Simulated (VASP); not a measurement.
HfGe3, 4 atoms in the cell. It takes space group Pm-3m (No. 221, cubic). The conventional cell has a = 4.111 Å, b = 4.111 Å, c = 4.111 Å, α = 90.00°, β = 90.00°, γ = 90.00°. Within 3.8 Å of Hf (site symmetry m-3m) lie 12 Ge at 2.91 Å. Ge (site symmetry 4/mmm) has 4 Hf at 2.91 Å and 8 Ge at 2.91 Å within 3.8 Å. 

| Item | Value |
| --- | --- |
| Program | VASP 6.6.1 |
| Task | single point |
| Functional | PBE |
| Potentials or basis | VASP PAW PBE potentials, release 64 (Hf_pv, Ge_d) |
| Cutoff | 520 eV |
| k mesh | 8 × 8 × 8 |
| Occupations | gaussian, width 0.05 eV |
| Spin | no spin polarisation |
| Dipole correction | no |
| Further INCAR settings | ALGO = Normal; EDIFF = 1e-06; NBANDS = 34 |

Potentials or basis: VASP PAW PBE potentials, release 64 (Hf_pv, Ge_d).

Launch:

```bash
$ cat potpaw_PBE.64/Hf_pv/POTCAR potpaw_PBE.64/Ge_d/POTCAR > POTCAR
$ mpirun -np 1 vasp_std > vasp.out
```

Hardware: 1 thread of Intel(R) Xeon(R) 6975P-C (Granite Rapids), on a shared host.

Q: Estimate the wall time of this run.

A: It took 56 s on 1 thread of Intel(R) Xeon(R) 6975P-C (Granite Rapids), with other jobs on the host, peak memory 0.21 GiB. Counts: scf iterations 13, k points 35.
